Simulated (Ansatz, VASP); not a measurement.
# One calculation of Se, two programs

Contents of INCAR:

```
ALGO = Normal
EDIFF = 1E-7
ENCUT = 520
GGA = PS
ISIF = 2
ISMEAR = -1
LASPH = T
LCHARG = F
LREAL = F
LWAVE = F
NBANDS = 16
NELM = 80
PREC = Accurate
SIGMA = 0.03
```

KPOINTS

```
k-points
0
Gamma
  6 6 5
```

POSCAR

```
Se
1.0
    4.3368957106      0.0000000000      0.0000000000
   -2.1684478553      3.7558618590      0.0000000000
    0.0000000000      0.0000000000      4.9203533607
Se
3
Direct
    0.2254000000      0.0000000000      0.3333333333
    0.0000000000      0.2254000000      0.6666666667
    0.7746000000      0.7746000000      0.0000000000
```

Input for Ansatz:

```yaml
crystal:
  lattice:
    - [4.3368957106, 0.0, 0.0]
    - [-2.1684478553, 3.755861859, 0.0]
    - [0.0, 0.0, 4.9203533607]
  atoms:
    - { symbol: Se, position: [0.2254, 0.0, 0.3333333333] }
    - { symbol: Se, position: [0.0, 0.2254, 0.6666666667] }
    - { symbol: Se, position: [0.7746, 0.7746, 0.0] }
kpoints:
  mp_grid: { grid: [6, 6, 5] }
  band_path:
    path:
      - [0.0, 0.0, 0.0]
      - [0.5, 0.0, 0.0]
      - [0.3333333333, 0.3333333333, 0.0]
      - [0.0, 0.0, 0.0]
      - [0.0, 0.0, 0.5]
      - [0.5, 0.0, 0.5]
      - [0.3333333333, 0.3333333333, 0.5]
      - [0.0, 0.0, 0.5]
      - [0.5, 0.0, 0.5]
    npoints: 5
scf:
  occupations: { method: fermi_dirac, width: 0.03 }
hamiltonian:
  xc: pbesol
  pseudopotentials: { kind: all_electron, lapw: { basis_error: 0.001 } }
output:
  forces: true
  stress: true
  eigenvalues: true
```

Change from the starting cell: volume scaled by 0.98.

Alike in both runs: task single point; functional PBEsol; k mesh 6 × 6 × 5; occupations fermi-dirac, width 0.03 eV; no spin polarisation.

```csv
,VASP,Ansatz
version,VASP 6.6.1,Ansatz 0.2.0
potentials or method,"VASP PAW PBE potentials, release 64 (Se), cutoff 520 eV","all-electron LAPW, scalar-relativistic"
```

Ansatz gave:

| Quantity | Value |
| --- | --- |
| gap on the k mesh at the Fermi level (eV) | 1.23 |
| pressure (GPa) | 1.4 |
| traceless stress, the component that is largest in VASP (GPa) | 1.42 |
| rms of the force components (eV/Å) | 0.286 |

Task: Which values does VASP return?

Result: gap on the k mesh at the Fermi level (eV): 1.22; pressure (GPa): 1.6; traceless stress, the component that is largest in VASP (GPa): 1.51; rms of the force components (eV/Å): 0.318.

VASP's potentials were made for PBE, not for PBEsol. Atom by atom the forces differ by 0.032 eV/Å (rms over components). Ansatz ran all-electron here, and VASP with PAW potentials.
